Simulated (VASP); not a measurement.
Wanted: the native input for a VASP 6.6.1 run.

```yaml
Task: relaxation of cell and atoms
Functional: LDA
Potentials_or_basis: VASP PAW LDA potentials, release 64 (Cd)
Cutoff: 500 eV
k_mesh: 19 × 19 × 19
Occupations: gaussian, width 0.05 eV
Spin: no spin polarisation
Dipole_correction: no
Further_INCAR_settings: ALGO = Normal; EDIFF = 1e-07; IBRION = 2; EDIFFG = -0.02; NSW = 60; ISIF = 3
```

The structure of Cd lies in POSCAR:

```
Cd
1.0
   -1.7550000000      1.7550000000      1.7550000000
    1.7550000000     -1.7550000000      1.7550000000
    1.7550000000      1.7550000000     -1.7550000000
Cd
1
Direct
    0.0000000000      0.0000000000      0.0000000000
```

This isn't the form of Cd at room conditions, which is hcp.

These files were run (other wordings do the same):

INCAR

```
SYSTEM = Cd
  PREC = Accurate
  ENCUT = 500
  EDIFF = 1E-7
  ISMEAR = 0
  SIGMA = 0.05
  LREAL = .FALSE.
  LASPH = .TRUE.
  NELM = 120
  ALGO = Normal
  ISIF = 3
  LWAVE = .FALSE.
  LCHARG = .FALSE.
  GGA = CA
  IBRION = 2
  NSW = 60
  EDIFFG = -0.02
  GGA_COMPAT = .FALSE.
  NELMIN = 4
```

KPOINTS

```
Automatic mesh
0
G
  19 19 19
  0 0 0
```

Potentials or basis: VASP PAW LDA potentials, release 64 (Cd).

Command:

```console
$ cat potpaw_LDA.64/Cd/POTCAR > POTCAR
$ mpirun -np 1 vasp_std > vasp.out
```

Results of the run:

```
Relaxed volume                        : 20.48 Å³/atom
Relaxed cell                          : a = 2.985 Å, b = 2.985 Å, c = 2.985 Å, α = 109.47°, β = 109.47°, γ = 109.47°
Space group after relaxing (to 0.1 Å) : Im-3m (No. 229)
Energy gained by relaxing             : 11.4 meV/atom
Ionic steps                           : 3
Pressure after relaxing               : 0.0 GPa
Band gap on the k mesh                : zero (bands 6 and 7 overlap by 3.80 eV)
```

Run time: 23 s on 1 thread of Intel(R) Xeon(R) 6975P-C (Granite Rapids) (shared host), peak memory 0.17 GiB.
